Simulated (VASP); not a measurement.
# Y2F (I4/mmm) in VASP: notebook

The runs below take Y2F through single point, with PBE.

All numbers are computed with VASP 6.6.1; they aren't measurements. Logs are shortened: lines on timing, memory, paths and dates and some standing lists are left out, and cuts for length are marked.

## Step 1: The cell of the first run

The structure is tetragonal, space group I4/mmm (No. 139). The conventional cell has a = 4.349 Å, b = 4.349 Å, c = 7.132 Å, α = 90.00°, β = 90.00°, γ = 90.00°. Y (site symmetry 4mm) has 1 Y at 1.33 Å within 1.8 Å. Within 3.8 Å of F (site symmetry 4/mmm) lie 10 Y at 2.90 to 3.15 Å.

## Step 2: Single point, PBE

Contents of INCAR:

```
SYSTEM = Y2F
PREC = Accurate
ENCUT = 520
EDIFF = 1E-6
ISMEAR = 0
SIGMA = 0.1
LREAL = .FALSE.
LASPH = .TRUE.
NELM = 80
ALGO = Normal
ISIF = 2
LWAVE = .FALSE.
LCHARG = .TRUE.
GGA = PE
LELF = .TRUE.
LVHAR = .TRUE.
NBANDS = 22
```

Contents of KPOINTS:

```
regular mesh
0
G
  6 6 6
  0 0 0
```

Contents of POSCAR:

```
Y2F
1.0
   -2.1743971466      2.1743971466      3.5662349089
    2.1743971466     -2.1743971466      3.5662349089
    2.1743971466      2.1743971466     -3.5662349089
Y F
2 1
Direct
    0.5930000000      0.5930000000      0.0000000000
    0.4070000000      0.4070000000      0.0000000000
    0.0000000000      0.0000000000      0.0000000000
```

Potentials or basis: VASP PAW PBE potentials, release 64 (Y_sv, F).

Run with:

```
cat potpaw_PBE.64/Y_sv/POTCAR potpaw_PBE.64/F/POTCAR > POTCAR
mpirun -np 1 vasp_std > vasp.out
```

OUTCAR:

```text
SYSTEM = Y2F
   PREC = Accurate
   ENCUT = 520
   EDIFF = 1E-6
   ISMEAR = 0
   LREAL = .FALSE.
   LASPH = .TRUE.
   NELM = 80
   ISIF = 2
   GGA = PE

 ion  position               nearest neighbor table
   1  0.593  0.593  0.000-   2 1.33   3 2.90   2 3.80   2 3.80   2 3.80   2 3.80
   2  0.407  0.407  0.000-   1 1.33   3 2.90   1 3.80   1 3.80   1 3.80   1 3.80
   3  0.000  0.000  0.000-   1 2.90   2 2.90

 -----------------------------------------------------------------------------
|                                                                             |
|           W    W    AA    RRRRR   N    N  II  N    N   GGGG   !!!           |
|           W    W   A  A   R    R  NN   N  II  NN   N  G    G  !!!           |
|           W    W  A    A  R    R  N N  N  II  N N  N  G       !!!           |
|           W WW W  AAAAAA  RRRRR   N  N N  II  N  N N  G  GGG   !            |
|           WW  WW  A    A  R   R   N   NN  II  N   NN  G    G                |
|           W    W  A    A  R    R  N    N  II  N    N   GGGG   !!!           |
|                                                                             |
|     The distance between some ions is very small. Please check the          |
|     nearest-neighbor list in the OUTCAR file.                               |
|     I HOPE YOU KNOW WHAT YOU ARE DOING!                                     |
|                                                                             |
 -----------------------------------------------------------------------------

  LATTYP: Found a body centered tetragonal cell.
 ALAT       =     4.3487942932
 C/A-ratio  =     1.6401028278

  Lattice vectors:

 A1 = (  -2.1743971466,   2.1743971466,   3.5662349089)
 A2 = (   2.1743971466,  -2.1743971466,   3.5662349089)
 A3 = (   2.1743971466,   2.1743971466,  -3.5662349089)

Analysis of symmetry for initial positions (statically):
=====================================================================
 Subroutine PRICEL returns:
 Original cell was already a primitive cell.

 Routine SETGRP: Setting up the symmetry group for a
 body centered tetragonal supercell.

 Subroutine GETGRP returns: Found 16 space group operations
 (whereof 16 operations were pure point group operations)
 out of a pool of 16 trial point group operations.

The static configuration has the point symmetry D_4h.

Analysis of symmetry for dynamics (positions and initial velocities):
=====================================================================
 Subroutine PRICEL returns:
 Original cell was already a primitive cell.

 Routine SETGRP: Setting up the symmetry group for a
 body centered tetragonal supercell.

 Subroutine GETGRP returns: Found 16 space group operations
 (whereof 16 operations were pure point group operations)
 out of a pool of 16 trial point group operations.

The dynamic configuration has the point symmetry D_4h.

 Subroutine INISYM returns: Found 16 space group operations
 (whereof 16 operations are pure point group operations),
 and found     1 'primitive' translations

----------------------------------------------------------------------------------------

                                     Primitive cell

  volume of cell :      67.4447

  direct lattice vectors                    reciprocal lattice vectors
    -2.174397147  2.174397147  3.566234909     0.000000000  0.229948793  0.140203888
     2.174397147 -2.174397147  3.566234909     0.229948793  0.000000000  0.140203888
     2.174397147  2.174397147 -3.566234909     0.229948793  0.229948793  0.000000000

  length of vectors
     4.708931655  4.708931655  4.708931655     0.269320585  0.269320585  0.325196702

  position of ions in fractional coordinates (direct lattice)
     0.593000000  0.593000000  0.000000000
     0.407000000  0.407000000  0.000000000
     0.000000000  0.000000000  0.000000000

  ion indices of the primitive-cell ions
   primitive index   ion index
                 1           1
                 2           2
                 3           3

----------------------------------------------------------------------------------------

 KPOINTS: regular mesh

Automatic generation of k-mesh.
 Grid dimensions read from file:
 generate k-points for:    6    6    6

 Generating k-lattice:

  Cartesian coordinates                     Fractional coordinates (reciprocal lattice)
     0.000000000  0.038324799  0.023367315     0.166666667  0.000000000  0.000000000
     0.038324799  0.000000000  0.023367315     0.000000000  0.166666667  0.000000000
     0.038324799  0.038324799  0.000000000     0.000000000  0.000000000  0.166666667

  Length of vectors
     0.044886764  0.044886764  0.054199450

  Shift w.r.t. Gamma in fractional coordinates (k-lattice)
     0.000000000  0.000000000  0.000000000

 Subroutine IBZKPT returns following result:
 ===========================================

 Found     30 irreducible k-points:

 Following reciprocal coordinates:
            Coordinates               Weight
  0.000000  0.000000  0.000000      1.000000
  0.166667 -0.000000  0.000000      8.000000
  0.333333 -0.000000  0.000000      8.000000
  0.500000  0.000000  0.000000      4.000000
  0.166667  0.166667  0.000000      8.000000
  0.333333  0.166667  0.000000     16.000000
[... 16 lines left out ...]
 -0.333333 -0.333333  0.166667      8.000000
 -0.166667 -0.333333  0.166667      8.000000
 [... further k-points ...]
   k-points           NKPTS =     30   k-points in BZ     NKDIM =     30   number of bands    NBANDS=     22
   number of dos      NEDOS =    301   number of ions     NIONS =      3
   total plane-waves  NPLWV =  46656
   dimension x,y,z NGX =    36 NGY =   36 NGZ =   36
   dimension x,y,z NGXF=    72 NGYF=   72 NGZF=   72
   ions per type =               2   1
   NGX,Y,Z   is equivalent  to a cutoff of  12.71, 12.71, 12.71 a.u.
   NGXF,Y,Z  is equivalent  to a cutoff of  25.42, 25.42, 25.42 a.u.
 SYSTEM =  Y2F
   PREC   = accura    normal or accurate (medium, high low for compatibility)
   ISTART =      0    job   : 0-new  1-cont  2-samecut
   ICHARG =      2    charge: 1-file 2-atom 10-const
   ISPIN  =      1    spin polarized calculation?
   LNONCOLLINEAR =      F non collinear calculations
   LSORBIT =      F    spin-orbit coupling
   LASPH  =      T    aspherical Exc in radial PAW
   ENCUT  =  520.0 eV  38.22 Ry    6.18 a.u.   8.76  8.76  8.76*2*pi/ulx,y,z
   NELM   =     80;   NELMIN=  2; NELMDL= -5     # of ELM steps
   EDIFF  = 0.1E-05   stopping-criterion for ELM
   LREAL  =      F    real-space projection
   EDIFFG = 0.1E-04   stopping-criterion for IOM
   NSW    =      0    number of steps for IOM
   IBRION =     -1    ionic relax: 0-MD 1-quasi-New 2-CG
   NFREE  =      0    steps in history (QN), initial steepest desc. (CG)
   ISIF   =      2    stress and relaxation
   ISYM   =      2    0-nonsym 1-usesym 2-fastsym
   POTIM  = 0.5000    time-step for ionic-motion
   TEBEG  =    0.0;   TEEND  =   0.0 temperature during run
   PSTRESS=    0.0 pullay stress
   NELECT =      29.0000    total number of electrons
   NUPDOWN=      -1.0000    fix difference up-down
   EMIN   =  10.00;   EMAX   =-10.00  energy-range for DOS
   EFERMI =   0.00;   METHOD = LEGACY
   ISMEAR =     0;   SIGMA  =   0.10  broadening in eV -4-tet -1-fermi 0-gaus
   EFERMI_NEDOS =   21; number of points for ismear=-14 and -15
   IALGO  =     38    algorithm
   IMIX   =      4    mixing-type and parameters
     AMIX     =   0.40;   BMIX     =  1.00
     AMIX_MAG =   1.60;   BMIX_MAG =  1.00
  volume/ion in A,a.u.               =      22.48       151.71
  Fermi-wavevector in a.u.,A,eV,Ry     =   1.235639  2.335019 20.773426  1.526804
  Thomas-Fermi vector in A             =   2.370280
   LORBIT       =      0    0 simple, 1 ext, 2 COOP (PROOUT), +10 PAW based schemes
   GGA     = PE    functional components
   LHFCALC =     F    Hartree Fock is set to
   AEXX    =    0.0000 exact exchange contribution
   IVDW    =     0    specifies the selected vdW correction
   LEPSILON=     F    determine dielectric tensor
   LRPA    =     F    only Hartree local field effects (RPA)
 non-spin polarized calculation
 Gauss-broadening in eV      SIGMA  =   0.10
  energy-cutoff  :      520.00
  volume of cell :       67.44
 maximum number of plane-waves:      1841
   NGX = 17   NGY = 17   NGZ = 17

 number of electron      28.9999991 magnetization

 Free energy of the ion-electron system (eV)
  ---------------------------------------------------
  ext. energy  EPLUGINS =         0.00000000
  ---------------------------------------------------
  free energy    TOTEN  =        17.82774784 eV

  energy without entropy =       17.84464961  energy(sigma->0) =       17.83619873

 E-fermi :  -0.1160     XC(G=0):  -8.5574

 val. band max:       -0.1344140889   @ k =   0.5000   0.5000   0.0000
 cond. band min:      -0.1023590587   @ k =   0.5000   0.3333   0.0000
 fundamental gap:      0.0320550302
 Fermi energy:        -0.1159980532

 k-point     1 :       0.0000    0.0000    0.0000
  band No.  band energies     occupation
      1     -50.5436      2.00000
      2     -50.5051      2.00000
      3     -27.2890      2.00000
      4     -27.2890      2.00000
      5     -25.6643      2.00000
      6     -25.4303      2.00000
[... 14 lines left out ...]
     21       7.9526      0.00000
     22       7.9526      0.00000

 k-point     2 :       0.1667   -0.0000    0.0000
  band No.  band energies     occupation
      1     -50.5433      2.00000
      2     -50.5061      2.00000
      3     -27.2994      2.00000
      4     -27.2915      2.00000
      5     -25.6616      2.00000
      6     -25.4608      2.00000
[... 14 lines left out ...]
     21       7.7983      0.00000
     22       8.2585      0.00000
[... 523 lines left out ...]
     21       7.5520      0.00000
     22       7.9898      0.00000

 k-point    24 :      -0.1667   -0.3333    0.1667
  band No.  band energies     occupation
      1     -50.5431      2.00000
      2     -50.5102      2.00000
      3     -27.3088      2.00000
      4     -27.3007      2.00000
      5     -25.7486      2.00000
      6     -25.4802      2.00000
[... 14 lines left out ...]
     21       8.1854      0.00000
     22       8.2700      0.00000

 [... further k-points ...]

------------------------ aborting loop because EDIFF is reached ----------------------------------------

  FORCE on cell =-STRESS in cart. coord.  units (eV):
  Direction    XX          YY          ZZ          XY          YZ          ZX
  --------------------------------------------------------------------------------------
  -------------------------------------------------------------------------------------
  Total       -1.1295367     -1.1295367   -136.8134835      0.0000000     -0.0000000      0.0000000
  in kB      -26.8326302    -26.8326302  -3250.0631984      0.0000000     -0.0000000      0.0000000
  external PRESSURE =   -1101.2428196 kB  Pullay stress =       0.0000000 kB

 VOLUME and BASIS-vectors are now :
 -----------------------------------------------------------------------------
  energy-cutoff  :      520.00
  volume of cell :       67.44
      direct lattice vectors                 reciprocal lattice vectors
    -2.174397147  2.174397147  3.566234909     0.000000000  0.229948793  0.140203888
     2.174397147 -2.174397147  3.566234909     0.229948793  0.000000000  0.140203888
     2.174397147  2.174397147 -3.566234909     0.229948793  0.229948793  0.000000000

 POSITION                                       TOTAL-FORCE (eV/Angst)
 -----------------------------------------------------------------------------------
      0.00000      0.00000      4.22955         0.000000      0.000000   -100.582024
      0.00000      0.00000      2.90292         0.000000      0.000000    100.582024
      0.00000      0.00000      0.00000        -0.000000     -0.000000      0.000000
 -----------------------------------------------------------------------------------
    total drift:                               -0.000000     -0.000000      0.000000

  FREE ENERGIE OF THE ION-ELECTRON SYSTEM (eV)
  ---------------------------------------------------
  free  energy   TOTEN  =        17.8277478378 eV

  energy  without entropy=       17.8446496130  energy(sigma->0) =       17.83619873
```

Wall time 75 s (1 thread of Intel Xeon Platinum 8175M at 2.50GHz (Skylake/Cascade Lake), shared host); peak memory 0.23 GiB.

Results:

- Free energy: 17.8277 eV
- Pressure: -110.1 GPa
- Largest force: 100.582 eV/Å

Forces in eV/Å, atoms in the order of the input:
```
Y      0.000    0.000 -100.582
Y      0.000    0.000  100.582
F      0.000    0.000    0.000
```

Stress tensor (GPa, compression positive):
```
  -2.68    0.00    0.00
   0.00   -2.68    0.00
   0.00    0.00 -325.01
```

Levels at points of the mesh, in eV from the Fermi level:
```
           k point  band 12  band 13  band 14  band 15  band 16  band 17
(0.00, 0.00, 0.00)    -3.52    -3.52    -0.38    -0.28     0.33     2.17
(0.50, 0.00, 0.00)    -3.72    -2.41    -0.86     0.25     0.84     0.98
(0.50, 0.50, 0.00)    -3.67    -3.63    -0.34    -0.09    -0.02     0.94
(0.50, 0.50, 0.50)    -3.60    -3.53    -1.08    -0.94     0.76     0.76
```

Caveat: an odd number of electrons without spin polarisation forces a metal; a magnetic or distorted state may lie lower.

## Step 3: Single point, PBE

This run uses another cell than the first one, of 23.22 Å³/atom, 1.033 times its volume.

Contents of INCAR:

```
ALGO = Normal
EDIFF = 1E-6
ENCUT = 520
GGA = PE
ISIF = 2
ISMEAR = 0
LASPH = True
LCHARG = False
LREAL = False
LWAVE = False
NBANDS = 22
NELM = 60
PREC = Accurate
SIGMA = 0.1
```

Contents of KPOINTS:

```
k-points
0
Gamma
  6 6 6
```

Contents of POSCAR:

```
Y2F
1.0
   -1.6697827175      1.6697827175      6.2459237457
    1.6697827175     -1.6697827175      6.2459237457
    1.6697827175      1.6697827175     -6.2459237457
Y F
2 1
Direct
    0.6502107634      0.6502107634      0.0000000000
    0.3497892366      0.3497892366      0.0000000000
    0.0000000000      0.0000000000      0.0000000000
```

Potentials or basis: VASP PAW PBE potentials, release 64 (Y_sv, F).

Run with:

```
cat potpaw_PBE.64/Y_sv/POTCAR potpaw_PBE.64/F/POTCAR > POTCAR
mpirun -np 1 vasp_std > vasp.out
```

Wall time 2.2 min (1 thread of Intel Xeon Platinum 8175M at 2.50GHz (Skylake/Cascade Lake), shared host); peak memory 0.38 GiB.

It converged, with:

* Free energy: -18.0317 eV
* Pressure: -0.2 GPa
* Largest force: 0.028 eV/Å

Forces in eV/Å, atoms in the order of the input:
```
Y    0.000  0.000  0.028
Y    0.000  0.000 -0.028
F    0.000  0.000  0.000
```

Levels at points of the mesh, in eV from the Fermi level:
```tsv
k point	band 13	band 14	band 15	band 16	band 17	band 18
(0.00, 0.00, 0.00)	-3.79	-1.10	-0.69	0.32	0.60	2.89
(0.50, 0.00, 0.00)	-1.28	-1.07	0.58	0.74	1.37	2.42
(0.50, 0.50, 0.00)	-1.28	-0.52	-0.11	-0.08	1.77	2.97
(0.50, 0.50, 0.50)	-2.64	-1.96	-0.84	-0.17	0.58	2.71
```

Caveat: the k points lie up to 0.44 Å⁻¹ apart; an odd number of electrons without spin polarisation forces a metal; a magnetic or distorted state may lie lower.
